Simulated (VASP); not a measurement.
# Be: single point with LDA

The system is Be.

```
Be
1.0
     3.74681    0.00000    0.00000
     0.00000    3.74681    0.00000
     0.00000    0.00000    2.28128
Be
4
Direct
  0.30888 0.26419 0.99829
  0.69273 0.73442 0.00696
  0.18848 0.76641 0.51206
  0.80991 0.23498 0.48269
```

```
Program             : VASP 6.6.1
Task                : single point
Functional          : LDA
Potentials or basis : VASP PAW LDA potentials, release 64 (Be)
Cutoff              : 600 eV
k mesh              : 4 × 4 × 6
Occupations         : fermi-dirac, width 0.1 eV
Spin                : no spin polarisation
```

```yaml
Pressure: -5.8 GPa
Largest_force: 0.384 eV/Å
Band_gap_on_the_k_mesh: zero (band 4 reaches 7.55 eV, above the bottom of band 5 at 6.42 eV)
```

Forces in eV/Å, atoms in the order of the input:
```
Be   0.221  0.057 -0.004
Be  -0.300 -0.010 -0.146
Be  -0.087 -0.029 -0.196
Be   0.166 -0.018  0.346
```

Stress tensor (GPa, compression positive):
```
  1.26   0.14   0.55
  0.14 -19.34  -0.11
  0.55  -0.11   0.55
```

Levels at points of the mesh, in eV from the Fermi level:
```csv
k point,band 1,band 2,band 3,band 4,band 5,band 6,band 7,band 8,band 9
"(0.00, 0.00, 0.00)",-11.11,-4.97,-4.61,-1.54,-0.08,3.71,5.11,7.59,9.00
"(0.50, 0.00, 0.00)",-9.19,-9.15,-2.48,-2.40,0.84,0.88,9.18,9.31,11.30
"(0.00, 0.50, 0.00)",-9.18,-9.16,-2.90,-2.89,1.88,1.90,8.63,8.70,11.26
"(0.50, 0.50, 0.00)",-7.22,-7.19,-7.16,-7.15,8.21,8.33,8.64,8.74,12.75
"(0.00, 0.00, 0.50)",-5.84,-5.81,0.85,0.90,1.83,1.95,2.25,2.38,7.21
"(0.50, 0.00, 0.50)",-4.73,-4.57,-3.46,-3.19,3.42,3.74,5.31,5.74,6.17
"(0.00, 0.50, 0.50)",-4.24,-4.13,-3.89,-3.77,3.81,4.00,4.21,4.41,7.65
"(0.50, 0.50, 0.50)",-3.78,-3.77,-3.63,-3.62,1.73,1.76,1.89,1.91,12.36
```

Run time: 26 s on 1 thread of Intel Xeon 8259CL (shared host), peak memory 0.14 GiB.

Caveat: the k points lie up to 0.46 Å⁻¹ apart.
